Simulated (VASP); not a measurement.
Write the native input for VASP 6.6.1 that does the following.

| Property | Result |
| --- | --- |
| Task | single point |
| Functional | PBEsol |
| Potentials or basis | VASP PAW PBE potentials, release 64 (Hg) |
| Cutoff | 520 eV |
| k mesh | 18 × 18 × 18 |
| Occupations | gaussian, width 0.15 eV |
| Spin | no spin polarisation |
| Dipole correction | no |
| Further INCAR settings | ALGO = Fast; EDIFF = 1e-06; NBANDS = 12 |

The structure of Hg lies in POSCAR:

```
Hg
1.0
   -2.0386495750      2.0386495750      1.7481902600
    2.0386495750     -2.0386495750      1.7481902600
    2.0386495750      2.0386495750     -1.7481902600
Hg
1
Direct
    0.0000000000      0.0000000000      0.0000000000
```

This cell differs from its parent crystal: strain -0.015 along x and y, -0.030 along z.

The input as run:

INCAR

```
  ALGO = Fast
  EDIFF = 1E-6
  ENCUT = 520
  GGA = PS
  ISIF = 2
  ISMEAR = 0
  LASPH = T
  LCHARG = F
  LREAL = F
  LWAVE = F
  NBANDS = 12
  NELM = 100
  PREC = Accurate
  SIGMA = 0.15
```

KPOINTS

```
k-points
0
Gamma
  18 18 18
```

Potentials or basis: VASP PAW PBE potentials, release 64 (Hg).

The run is started by

```sh
$ cat potpaw_PBE.64/Hg/POTCAR > POTCAR
$ mpirun -np 1 vasp_std > vasp.out
```

It gave:

```yaml
Pressure: -3.0 GPa
Band_gap_on_the_k_mesh: zero (band 6 reaches 2.43 eV, above the bottom of band 7 at 0.13 eV)
```

Caveat: the cell differs from its parent crystal (strain -0.015 along x and y, -0.030 along z); the PAW data sets were made with another functional, which shifts forces and pressure a little; spin-orbit coupling is left out, which moves the levels of the heavy elements.

It took 2.4 min on 1 thread of Intel Xeon 6975P-C, with other jobs on the host, peak memory 0.29 GiB.
